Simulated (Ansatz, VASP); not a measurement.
# One calculation of Nb3CdB, two programs

The input INCAR:

```
SYSTEM = Nb3CdB
PREC = Accurate
ENCUT = 600
EDIFF = 1E-6
ISMEAR = 0
SIGMA = 0.1
LREAL = .FALSE.
LASPH = .TRUE.
NELM = 80
ALGO = Normal
ISIF = 3
LWAVE = .FALSE.
LCHARG = .FALSE.
GGA = PE
IBRION = 2
NSW = 90
EDIFFG = -0.04
```

File KPOINTS:

```
regular mesh
0
G
  4 4 4
  0 0 0
```

File POSCAR:

```
Nb3CdB
1.0
    4.0653892000      0.0000000000      0.0000000000
    0.0000000000      4.2316042500      0.0000000000
    0.0000000000      0.0000000000      4.7552164400
Nb Cd B
3 1 1
Direct
    0.0000000000      0.0000000000      0.0000000000
    0.0000000000      0.5000000000      0.2677454100
    0.0000000000      0.5000000000      0.7322545900
    0.0000000000      0.0000000000      0.5000000000
    0.5000000000      0.5000000000      0.0000000000
```

Input for Ansatz:

```yaml
crystal:
  lattice:
    - [4.0653892, 0.0, 0.0]
    - [0.0, 4.23160425, 0.0]
    - [0.0, 0.0, 4.75521644]
  atoms:
    - { symbol: Nb, position: [0.0, 0.0, 0.0] }
    - { symbol: Nb, position: [0.0, 0.5, 0.26774541] }
    - { symbol: Nb, position: [0.0, 0.5, 0.73225459] }
    - { symbol: Cd, position: [0.0, 0.0, 0.5] }
    - { symbol: B, position: [0.5, 0.5, 0.0] }
basis:
  ecutwfc: 420
kpoints:
  mp_grid: { grid: [4, 4, 4] }
hamiltonian:
  xc: pbe
scf:
  occupations: { method: gaussian, width: 0.1 }
  lower_state_search: "off"
output:
  forces: true
  stress: true
  eigenvalues: true
relax:
  adjacent_minimum: "off"
  f_tol: 0.04
  max_steps: 70
  cell: { stress_tol: 0.4 }
```

Alike in both runs: task relaxation of cell and atoms; functional PBE; k mesh 4 × 4 × 4; occupations gaussian, width 0.1 eV; no spin polarisation.

|  | VASP | Ansatz |
| --- | --- | --- |
| version | VASP 6.6.1 | Ansatz 0.2.0 |
| potentials or method | VASP PAW PBE potentials, release 64 (Nb_sv, Cd, B), cutoff 600 eV | scalar-relativistic, plane waves, PAW |
| valence electrons in the cell | 54 | 62 |

```csv
,VASP,Ansatz,Ansatz less VASP
"gap on the k mesh at the Fermi level, each at its own relaxed structure (eV)",none,none,-
relaxed volume (Å³/atom),18.08,18.10,+0.026
relaxed cell length with the largest relative difference (Å),6.374,6.386,+0.0120
```

A gap of «none» marks a metal or a gap that the smearing closes. VASP's potentials hold 54 valence electrons a cell and Ansatz's 62, so a difference there can come from the potentials and not from the codes.

The k mesh is coarse, so the values compare programs but aren't converged.
